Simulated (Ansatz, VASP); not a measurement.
Te in VASP and in Ansatz

File INCAR:

```
PREC     = Accurate       # precision mode
ENCUT    = 600            # plane-wave cutoff, eV
EDIFF    = 1E-6           # SCF threshold, eV
ISMEAR   = 0              # smearing method
SIGMA    = 0.01           # smearing width, eV
LREAL    = False          # projectors in reciprocal space
LASPH    = True           # aspherical terms in the spheres
NELM     = 60             # most SCF steps
ALGO     = Normal         # electronic algorithm
ISIF     = 3              # what is computed and relaxed
LWAVE    = False          # write WAVECAR
LCHARG   = False          # write CHGCAR
GGA      = PE             # functional
IBRION   = 2              # ionic algorithm
NSW      = 100            # ionic steps
EDIFFG   = -0.01          # ionic threshold
```

KPOINTS

```
Automatic mesh
0
Gamma
  9 9 6
```

POSCAR

```
Te
1.0
    4.4469268669      0.0000000000      0.0000000000
   -2.2234634334      3.8511516355      0.0000000000
    0.0000000000      0.0000000000      5.9149200000
Te
3
Direct
    0.2690000000      0.0000000000      0.1666666667
    0.0000000000      0.2690000000      0.8333333333
    0.7310000000      0.7310000000      0.5000000000
```

Input for Ansatz:

```yaml
crystal:
  lattice:
    - [4.4469268669, 0.0, 0.0]
    - [-2.2234634334, 3.8511516355, 0.0]
    - [0.0, 0.0, 5.91492]
  atoms:
    - { symbol: Te, position: [0.269, 0.0, 0.1666666667] }
    - { symbol: Te, position: [0.0, 0.269, 0.8333333333] }
    - { symbol: Te, position: [0.731, 0.731, 0.5] }
basis:
  ecutwfc: 420
kpoints:
  mp_grid: { grid: [9, 9, 6] }
hamiltonian:
  xc: pbe
scf:
  occupations: { method: gaussian, width: 0.01 }
output:
  forces: true
  stress: true
  eigenvalues: true
relax:
  adjacent_minimum: "off"
  f_tol: 0.01
  max_steps: 80
  cell: { stress_tol: 0.05 }
```

Alike in both runs: task relaxation of cell and atoms; functional PBE; k mesh 9 × 9 × 6; occupations gaussian, width 0.01 eV; no spin polarisation.

|  | VASP | Ansatz |
| --- | --- | --- |
| version | VASP 6.6.1 | Ansatz 0.2.0 |
| potentials or method | VASP PAW PBE potentials, release 64 (Te), cutoff 600 eV | scalar-relativistic, plane waves, PAW |
| valence electrons in the cell | 18 | 48 |

```csv
,VASP,Ansatz,Ansatz less VASP
"gap on the k mesh at the Fermi level, each at its own relaxed structure (eV)",0.21,0.23,+0.023
relaxed volume (Å³/atom),35.07,35.12,+0.050
relaxed cell length with the largest relative difference (Å),4.516,4.520,+0.0035
```

VASP's potentials hold 18 valence electrons a cell and Ansatz's 48, so a difference there can come from the potentials and not from the codes.

Spin-orbit coupling is off throughout.
